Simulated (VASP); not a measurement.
# Ta (Im-3m) in VASP: notebook, part 2 of 2

VASP 6.6.1.

## 3. Single point, PBE (volume scaled by 0.84)

The input, INCAR:

```
SYSTEM = Ta
PREC = Accurate
ENCUT = 520
EDIFF = 1E-6
ISMEAR = -1
SIGMA = 0.05
LREAL = .False.
LASPH = .True.
NELM = 100
ALGO = Normal
ISIF = 2
LWAVE = .False.
LCHARG = .True.
GGA = PE
LELF = .True.
LVHAR = .True.
NBANDS = 12
```

The input, KPOINTS:

```
Automatic mesh
0
Gamma
  16 16 16
  0 0 0
```

The input, POSCAR:

```
Ta
1.0
   -1.5666617266      1.5666617266      1.5666617266
    1.5666617266     -1.5666617266      1.5666617266
    1.5666617266      1.5666617266     -1.5666617266
Ta
1
Direct
    0.0000000000      0.0000000000      0.0000000000
```

Potentials or basis: VASP PAW PBE potentials, release 64 (Ta_pv).

Command:

```bash
$ cat potpaw_PBE.64/Ta_pv/POTCAR > POTCAR
$ mpirun -np 1 vasp_std > vasp.out
```

OUTCAR:

```text
SYSTEM = Ta
   PREC = Accurate
   ENCUT = 520
   EDIFF = 1E-6
   ISMEAR = -1
   LREAL = .False.
   LASPH = .True.
   NELM = 100
   ISIF = 2
   GGA = PE

 ion  position               nearest neighbor table
   1  0.000  0.000  0.000-

  LATTYP: Found a body centered cubic cell.
 ALAT       =     3.1333234532

  Lattice vectors:

 A1 = (  -1.5666617266,   1.5666617266,   1.5666617266)
 A2 = (   1.5666617266,  -1.5666617266,   1.5666617266)
 A3 = (   1.5666617266,   1.5666617266,  -1.5666617266)

Analysis of symmetry for initial positions (statically):
=====================================================================
 Subroutine PRICEL returns:
 Original cell was already a primitive cell.

 Routine SETGRP: Setting up the symmetry group for a
 body centered cubic supercell.

 Subroutine GETGRP returns: Found 48 space group operations
 (whereof 48 operations were pure point group operations)
 out of a pool of 48 trial point group operations.

The static configuration has the point symmetry O_h .

Analysis of symmetry for dynamics (positions and initial velocities):
=====================================================================
 Subroutine PRICEL returns:
 Original cell was already a primitive cell.

 Routine SETGRP: Setting up the symmetry group for a
 body centered cubic supercell.

 Subroutine GETGRP returns: Found 48 space group operations
 (whereof 48 operations were pure point group operations)
 out of a pool of 48 trial point group operations.

The dynamic configuration has the point symmetry O_h .

 Subroutine INISYM returns: Found 48 space group operations
 (whereof 48 operations are pure point group operations),
 and found     1 'primitive' translations

----------------------------------------------------------------------------------------

                                     Primitive cell

  volume of cell :      15.3810

  direct lattice vectors                    reciprocal lattice vectors
    -1.566661727  1.566661727  1.566661727     0.000000000  0.319149943  0.319149943
     1.566661727 -1.566661727  1.566661727     0.319149943  0.000000000  0.319149943
     1.566661727  1.566661727 -1.566661727     0.319149943  0.319149943  0.000000000

  length of vectors
     2.713537709  2.713537709  2.713537709     0.451346177  0.451346177  0.451346177

  position of ions in fractional coordinates (direct lattice)
     0.000000000  0.000000000  0.000000000

  ion indices of the primitive-cell ions
   primitive index   ion index
                 1           1

----------------------------------------------------------------------------------------

 KPOINTS: Automatic mesh

Automatic generation of k-mesh.
 Grid dimensions read from file:
 generate k-points for:   16   16   16

 Generating k-lattice:

  Cartesian coordinates                     Fractional coordinates (reciprocal lattice)
     0.000000000  0.019946871  0.019946871     0.062500000  0.000000000  0.000000000
     0.019946871  0.000000000  0.019946871     0.000000000  0.062500000  0.000000000
     0.019946871  0.019946871  0.000000000     0.000000000  0.000000000  0.062500000

  Length of vectors
     0.028209136  0.028209136  0.028209136

  Shift w.r.t. Gamma in fractional coordinates (k-lattice)
     0.000000000  0.000000000  0.000000000

 Subroutine IBZKPT returns following result:
 ===========================================

 Found    145 irreducible k-points:

 Following reciprocal coordinates:
            Coordinates               Weight
  0.000000  0.000000  0.000000      1.000000
  0.062500  0.000000  0.000000     12.000000
  0.125000  0.000000  0.000000     12.000000
  0.187500  0.000000  0.000000     12.000000
  0.250000  0.000000  0.000000     12.000000
  0.312500  0.000000  0.000000     12.000000
[... 16 lines left out ...]
  0.187500  0.187500  0.000000     24.000000
  0.250000  0.187500  0.000000     48.000000
 [... further k-points ...]
   k-points           NKPTS =    145   k-points in BZ     NKDIM =    145   number of bands    NBANDS=     12
   number of dos      NEDOS =    301   number of ions     NIONS =      1
   total plane-waves  NPLWV =   8000
   dimension x,y,z NGX =    20 NGY =   20 NGZ =   20
   dimension x,y,z NGXF=    40 NGYF=   40 NGZF=   40
   ions per type =               1
   NGX,Y,Z   is equivalent  to a cutoff of  12.25, 12.25, 12.25 a.u.
   NGXF,Y,Z  is equivalent  to a cutoff of  24.51, 24.51, 24.51 a.u.
 SYSTEM =  Ta
   PREC   = accura    normal or accurate (medium, high low for compatibility)
   ISTART =      0    job   : 0-new  1-cont  2-samecut
   ICHARG =      2    charge: 1-file 2-atom 10-const
   ISPIN  =      1    spin polarized calculation?
   LNONCOLLINEAR =      F non collinear calculations
   LSORBIT =      F    spin-orbit coupling
   LASPH  =      T    aspherical Exc in radial PAW
   ENCUT  =  520.0 eV  38.22 Ry    6.18 a.u.   5.05  5.05  5.05*2*pi/ulx,y,z
   NELM   =    100;   NELMIN=  2; NELMDL= -5     # of ELM steps
   EDIFF  = 0.1E-05   stopping-criterion for ELM
   LREAL  =      F    real-space projection
   EDIFFG = 0.1E-04   stopping-criterion for IOM
   NSW    =      0    number of steps for IOM
   IBRION =     -1    ionic relax: 0-MD 1-quasi-New 2-CG
   NFREE  =      0    steps in history (QN), initial steepest desc. (CG)
   ISIF   =      2    stress and relaxation
   ISYM   =      2    0-nonsym 1-usesym 2-fastsym
   POTIM  = 0.5000    time-step for ionic-motion
   TEBEG  =    0.0;   TEEND  =   0.0 temperature during run
   PSTRESS=    0.0 pullay stress
   NELECT =      11.0000    total number of electrons
   NUPDOWN=      -1.0000    fix difference up-down
   EMIN   =  10.00;   EMAX   =-10.00  energy-range for DOS
   EFERMI =   0.00;   METHOD = LEGACY
   ISMEAR =    -1;   SIGMA  =   0.05  broadening in eV -4-tet -1-fermi 0-gaus
   EFERMI_NEDOS =   21; number of points for ismear=-14 and -15
   IALGO  =     38    algorithm
   IMIX   =      4    mixing-type and parameters
     AMIX     =   0.40;   BMIX     =  1.00
     AMIX_MAG =   1.60;   BMIX_MAG =  1.00
  volume/ion in A,a.u.               =      15.38       103.80
  Fermi-wavevector in a.u.,A,eV,Ry     =   1.464009  2.766576 29.161682  2.143323
  Thomas-Fermi vector in A             =   2.580036
   LORBIT       =      0    0 simple, 1 ext, 2 COOP (PROOUT), +10 PAW based schemes
   GGA     = PE    functional components
   LHFCALC =     F    Hartree Fock is set to
   AEXX    =    0.0000 exact exchange contribution
   IVDW    =     0    specifies the selected vdW correction
   LEPSILON=     F    determine dielectric tensor
   LRPA    =     F    only Hartree local field effects (RPA)
 non-spin polarized calculation
  energy-cutoff  :      520.00
  volume of cell :       15.38
 maximum number of plane-waves:       427
   NGX =  9   NGY =  9   NGZ =  9

 number of electron      11.0000004 magnetization

 Free energy of the ion-electron system (eV)
  ---------------------------------------------------
  ext. energy  EPLUGINS =         0.00000000
  ---------------------------------------------------
  free energy    TOTEN  =       -11.44253765 eV

  energy without entropy =      -11.43333242  energy(sigma->0) =      -11.43793504

 E-fermi :   6.8704     XC(G=0): -13.4463

 val. band max:        6.8701981099   @ k =   0.3125   0.0000   0.0000
 cond. band min:       6.8881096591   @ k =  -0.3750   0.5000   0.0625
 fundamental gap:      0.0179115492
 Fermi energy:         6.8704158403

 k-point     1 :       0.0000    0.0000    0.0000
  band No.  band energies     occupation
      1     -25.5772      2.00000
      2     -25.5772      2.00000
      3     -25.5772      2.00000
      4      -1.6405      2.00000
      5       7.5478      0.00000
      6       7.5478      0.00000
      7       7.5478      0.00000
      8      11.4081      0.00000
      9      11.4081      0.00000
     10      22.0835      0.00000
     11      22.6068      0.00000
     12      22.6068      0.00000
[... 331 lines left out ...]
 k-point    24 :       0.2500    0.1875    0.0000
  band No.  band energies     occupation
      1     -27.1106      2.00000
      2     -26.2124      2.00000
      3     -25.7496      2.00000
      4       2.8800      2.00000
      5       5.2169      2.00000
      6       6.2217      2.00000
      7      10.6538      0.00000
      8      12.6045      0.00000
      9      14.9712      0.00000
     10      21.6641      0.00000
     11      22.1248      0.00000
     12      24.5848      0.00000

 [... further k-points ...]

------------------------ aborting loop because EDIFF is reached ----------------------------------------

  FORCE on cell =-STRESS in cart. coord.  units (eV):
  Direction    XX          YY          ZZ          XY          YZ          ZX
  --------------------------------------------------------------------------------------
  -------------------------------------------------------------------------------------
  Total        4.4619021      4.4619021      4.4619021      0.0000000      0.0000000     -0.0000000
  in kB      464.7773167    464.7773167    464.7773167      0.0000000      0.0000000     -0.0000000
  external PRESSURE =     464.7773167 kB  Pullay stress =       0.0000000 kB

 VOLUME and BASIS-vectors are now :
 -----------------------------------------------------------------------------
  energy-cutoff  :      520.00
  volume of cell :       15.38
      direct lattice vectors                 reciprocal lattice vectors
    -1.566661727  1.566661727  1.566661727     0.000000000  0.319149943  0.319149943
     1.566661727 -1.566661727  1.566661727     0.319149943  0.000000000  0.319149943
     1.566661727  1.566661727 -1.566661727     0.319149943  0.319149943  0.000000000

 POSITION                                       TOTAL-FORCE (eV/Angst)
 -----------------------------------------------------------------------------------
      0.00000      0.00000      0.00000         0.000000      0.000000     -0.000000
 -----------------------------------------------------------------------------------
    total drift:                                0.000000      0.000000      0.000000

  FREE ENERGIE OF THE ION-ELECTRON SYSTEM (eV)
  ---------------------------------------------------
  free  energy   TOTEN  =       -11.4425376545 eV

  energy  without entropy=      -11.4333324231  energy(sigma->0) =      -11.43793504
```

Wall time 10 s (1 thread of Intel Xeon 6975P-C (Granite Rapids), shared host); peak memory 0.14 GiB.

What came out:

```
Free energy : -11.4425 eV
Pressure    : 46.5 GPa
```

Levels at points of the mesh, in eV from the Fermi level:
```csv
k point,band 2,band 3,band 4,band 5,band 6,band 7,band 8,band 9
"(0.00, 0.00, 0.00)",-32.45,-32.45,-8.51,0.68,0.68,0.68,4.54,4.54
"(0.50, 0.00, 0.00)",-33.06,-32.47,-5.17,-2.10,2.46,4.56,5.78,9.44
"(0.50, 0.50, 0.50)",-33.77,-33.77,-4.88,-4.88,8.19,8.19,8.19,10.24
```

Caveat: spin-orbit coupling is left out, which moves the levels of the heavy elements.
